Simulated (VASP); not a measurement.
# C (an interface model): single point with PBE

The system is C (an interface model).

```
CELL_PARAMETERS angstrom
2.52541 0.00000 0.00000
-1.26271 2.18707 0.00000
0.00000 0.00000 24.74390
ATOMIC_POSITIONS crystal
C 0.33333 0.66667 0.13533
C 0.66667 0.33333 0.03117
C 0.00000 0.00000 0.11450
C 0.00000 0.00000 0.05200
C 0.66667 0.33333 0.21867
C 0.33333 0.66667 0.19783
C 0.33333 0.66667 0.38533
C 0.66667 0.33333 0.28117
C 0.00000 0.00000 0.36450
C 0.00000 0.00000 0.30200
C 0.66667 0.33333 0.46867
C 0.33333 0.66667 0.44783
C 0.33333 0.66667 0.86467
C 0.66667 0.33333 0.96883
C 0.00000 0.00000 0.88550
C 0.00000 0.00000 0.94800
C 0.66667 0.33333 0.78133
C 0.33333 0.66667 0.80217
C 0.33333 0.66667 0.61467
C 0.66667 0.33333 0.71883
C 0.00000 0.00000 0.63550
C 0.00000 0.00000 0.69800
C 0.66667 0.33333 0.53133
C 0.33333 0.66667 0.55217
```

```json
{
 "Program": "VASP 6.6.1",
 "Task": "single point",
 "Functional": "PBE",
 "Potentials or basis": "VASP PAW PBE potentials, release 64 (C)",
 "Cutoff": "520 eV",
 "k mesh": "12 × 12 × 1",
 "Occupations": "gaussian, width 0.05 eV",
 "Spin": "no spin polarisation",
 "Dipole correction": "no",
 "Further INCAR settings": "ALGO = Normal; EDIFF = 1e-06; NBANDS = 66"
}
```

The pressure is 0.9 GPa, the largest force is 0.409 eV/Å and the band gap on the k mesh is 4.28 eV, indirect (least direct gap 5.42 eV).

Forces on the atoms (eV/Å):
```
C    0.000  0.000  0.006
C    0.000  0.000  0.409
C    0.000  0.000 -0.019
C    0.000  0.000  0.339
C    0.000  0.000  0.001
C    0.000  0.000 -0.003
C    0.000  0.000  0.017
C    0.000  0.000 -0.001
C    0.000  0.000 -0.006
C    0.000  0.000  0.003
C    0.000  0.000 -0.254
C    0.000  0.000 -0.274
C    0.000  0.000 -0.006
C    0.000  0.000 -0.409
C    0.000  0.000  0.019
C    0.000  0.000 -0.339
C    0.000  0.000 -0.001
C    0.000  0.000  0.003
C    0.000  0.000 -0.017
C    0.000  0.000  0.001
C    0.000  0.000  0.006
C    0.000  0.000 -0.003
C    0.000  0.000  0.254
C    0.000  0.000  0.274
```

Stress tensor (GPa, compression positive):
```
-0.49  0.00  0.00
 0.00 -0.49  0.00
 0.00  0.00  3.55
```

Levels at points of the mesh, in eV from the valence-band top:
```csv
k point,band 45,band 46,band 47,band 48,band 49,band 50,band 51,band 52
"(0.00, 0.00, 0.00)",-0.29,-0.08,0.00,0.00,5.42,5.42,5.61,5.72
"(0.50, 0.00, 0.00)",-3.19,-3.18,-3.13,-2.84,4.61,4.67,4.82,5.12
```

Wall time 3.7 min on 1 thread of Intel Xeon 6975P-C, on a shared host, peak memory 0.31 GiB.
